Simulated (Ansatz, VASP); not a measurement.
This is a calculation of As2Se for VASP 6.6.1.

Contents of INCAR:

```
SYSTEM = As2Se
ALGO = Normal
EDIFF = 1E-6
ENCUT = 520
GGA = PE
ISIF = 2
ISMEAR = -1
LASPH = .TRUE.
LCHARG = .TRUE.
LELF = .TRUE.
LREAL = .FALSE.
LVHAR = .TRUE.
LWAVE = .FALSE.
NBANDS = 25
NELM = 100
PREC = Accurate
SIGMA = 0.05
```

Contents of KPOINTS:

```
k-points
0
G
  6 6 6
  0 0 0
```

Contents of POSCAR:

```
As2Se
1.0
   -3.5294180000      3.5294180000      2.6535710000
    3.5294180000     -3.5294180000      2.6535710000
    3.5294180000      3.5294180000     -2.6535710000
Se As
2 4
Direct
    0.2517760000      0.7536920000      0.5009220000
    0.4921100000      0.4899250000     -0.0070500000
    0.8868140000      0.1352340000      0.2461440000
    0.8704590000      0.6177590000      0.7476850000
    0.3698740000      0.1220850000      0.2495340000
    0.8763770000      0.1329880000      0.7541900000
```

Potentials or basis: VASP PAW PBE potentials, release 64 (Se, As).

The run is started by

```sh
$ cat potpaw_PBE.64/Se/POTCAR potpaw_PBE.64/As/POTCAR > POTCAR
$ mpirun -np 1 vasp_std > vasp.out
```

Q: Translate it to Ansatz 0.2.0. Potentials there: Ansatz PAW.

A: As run (the cutoff follows the program's own potentials):

Contents of input.yaml:

```yaml
crystal:
  lattice:
    - [-3.529418, 3.529418, 2.653571]
    - [3.529418, -3.529418, 2.653571]
    - [3.529418, 3.529418, -2.653571]
  atoms:
    - { symbol: Se, position: [0.251776, 0.753692, 0.500922] }
    - { symbol: Se, position: [0.49211, 0.489925, -0.00705] }
    - { symbol: As, position: [0.886814, 0.135234, 0.246144] }
    - { symbol: As, position: [0.870459, 0.617759, 0.747685] }
    - { symbol: As, position: [0.369874, 0.122085, 0.249534] }
    - { symbol: As, position: [0.876377, 0.132988, 0.75419] }
hamiltonian:
  xc: pbe
  pseudopotentials: { kind: paw }
kpoints:
  mp_grid: { grid: [6, 6, 6] }
scf:
  occupations: { method: fermi_dirac, width: 0.05 }
output:
  forces: true
  stress: true
  eigenvalues: true
```

Potentials or basis: Ansatz PAW.

Run with:

```console
$ ansatz run input.yaml --threads 2 --pin off --max-ram 5120MiB --backend cpu --events-out ev --progress --plain --runs-dir out
```

Both were run:

|  | VASP | Ansatz | Ansatz less VASP |
| --- | --- | --- | --- |
| gap on the k mesh at the Fermi level (eV) | none | none | - |
| pressure (GPa) | 0.2 | 0.1 | -0.09 |
| traceless stress, the component that is largest in VASP (GPa) | -0.39 | -0.38 | +0.002 |
| rms of the force components (eV/Å) | 0.125 | 0.127 | +0.0021 |

Atom by atom the forces differ by 0.004 eV/Å (rms over components). A gap of «none» marks a metal or a gap that the smearing closes. The functional is the same, so the differences come from potentials, cutoffs and numerics. VASP's potentials hold 32 valence electrons a cell and Ansatz's 92, so a difference there can come from the potentials and not from the codes.
